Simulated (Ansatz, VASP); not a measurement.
**Li2Se: VASP beside Ansatz**

POSCAR

```
Li2Se
1.0
    0.0000000000      2.9760442648      2.9760442648
    2.9760442648      0.0000000000      2.9760442648
    2.9760442648      2.9760442648      0.0000000000
Li Se
2 1
Direct
    0.7500000000      0.7500000000      0.7500000000
    0.2500000000      0.2500000000      0.2500000000
    0.0000000000      0.0000000000      0.0000000000
```

Contents of INCAR.step1:

```
SYSTEM = Li2Se
ALGO = Normal
EDIFF = 1E-5
ENCUT = 720
GGA = PE
GGA_COMPAT = .False.
ISMEAR = -1
LASPH = .True.
LCHARG = .False.
LREAL = .False.
LWAVE = .True.
NBANDS = 13
NELM = 120
PREC = Accurate
SIGMA = 0.03
```

Contents of INCAR.step2:

```
SYSTEM = Li2Se
ALGO = Normal
EDIFF = 1E-8
ENCUT = 720
GGA_COMPAT = .False.
ISIF = 2
ISMEAR = -1
ISTART = 1
LASPH = .True.
LCHARG = .False.
LEFG = .True.
LMIXTAU = .True.
LREAL = .False.
LWAVE = .False.
METAGGA = R2SCAN
NBANDS = 13
NELM = 120
PREC = Accurate
SIGMA = 0.03
```

KPOINTS

```
k-points
0
Gamma
  8 8 8
  0 0 0
```

Input for Ansatz:

```yaml
crystal:
  lattice:
    - [0.0, 2.9760442648, 2.9760442648]
    - [2.9760442648, 0.0, 2.9760442648]
    - [2.9760442648, 2.9760442648, 0.0]
  atoms:
    - { symbol: Li, position: [0.75, 0.75, 0.75] }
    - { symbol: Li, position: [0.25, 0.25, 0.25] }
    - { symbol: Se, position: [0.0, 0.0, 0.0] }
kpoints:
  mp_grid: { grid: [8, 8, 8] }
  band_path:
    path:
      - [0.0, 0.0, 0.0]
      - [0.5, 0.0, 0.5]
      - [0.625, 0.25, 0.625]
      - [0.375, 0.375, 0.75]
      - [0.0, 0.0, 0.0]
      - [0.5, 0.5, 0.5]
      - [0.5, 0.25, 0.75]
      - [0.5, 0.0, 0.5]
    npoints: 6
scf:
  occupations: { method: fermi_dirac, width: 0.03 }
hamiltonian:
  xc: r2scan
  pseudopotentials: { kind: paw }
output:
  forces: true
  stress: true
  eigenvalues: true
  efg: { contact_densities: true }
  populations: true
```

Change from the starting cell: volume scaled by 1, PAW files.

Alike in both runs: task electric field gradients; functional r2SCAN; k mesh 8 × 8 × 8; occupations fermi-dirac, width 0.03 eV; no spin polarisation.

```csv
,VASP,Ansatz
version,VASP 6.6.1,Ansatz 0.2.0
potentials or method,"VASP PAW PBE potentials, release 64 (Li_sv, Se)","PAW with Ansatz's default frozen-core files, scalar-relativistic"
plane-wave cutoff (eV),720,500
valence electrons in the cell,12,22
```

VASP gave:

```
gap on the k mesh at the Fermi level (eV) : 3.44
pressure (GPa)                            : 0.5
```

Q: What did Ansatz give for the same quantities?

A: gap on the k mesh at the Fermi level (eV): 3.46; pressure (GPa): 0.6.

VASP's potentials were made for PBE, not for r2SCAN. VASP's potentials hold 12 valence electrons a cell and Ansatz's 22, so a difference there can come from the potentials and not from the codes.
